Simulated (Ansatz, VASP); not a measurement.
# Two plane-wave programs on Sn

```
Sn
1.0
     3.41104    0.00000    0.00000
    -1.70552    2.95405    0.00000
     0.00000    0.00000   11.08106
Sn
4
Direct
  0.00000 0.00000 0.00000
  0.00000 0.00000 0.50000
  0.33333 0.66667 0.25000
  0.66667 0.33333 0.75000
```

Alike in both runs: functional PBE; k mesh 12 × 12 × 3; occupations fermi-dirac, width 0.1 eV; no spin polarisation.

Ansatz relaxed the structure, and its values are those at the end. VASP's run is a single point on that final structure, the one shown.

|  | VASP | Ansatz |
| --- | --- | --- |
| version | VASP 6.6.1 | Ansatz 0.2.0 |
| potentials or method | VASP PAW PBE potentials, release 64 (Sn_d) | PAW with Ansatz's default frozen-core files, scalar-relativistic |
| plane-wave cutoff (eV) | 520 | 420 |
| valence electrons in the cell | 56 | 56 |

```csv
,VASP,Ansatz,Ansatz less VASP
pressure (GPa),0.0,0.0,+0.08
```
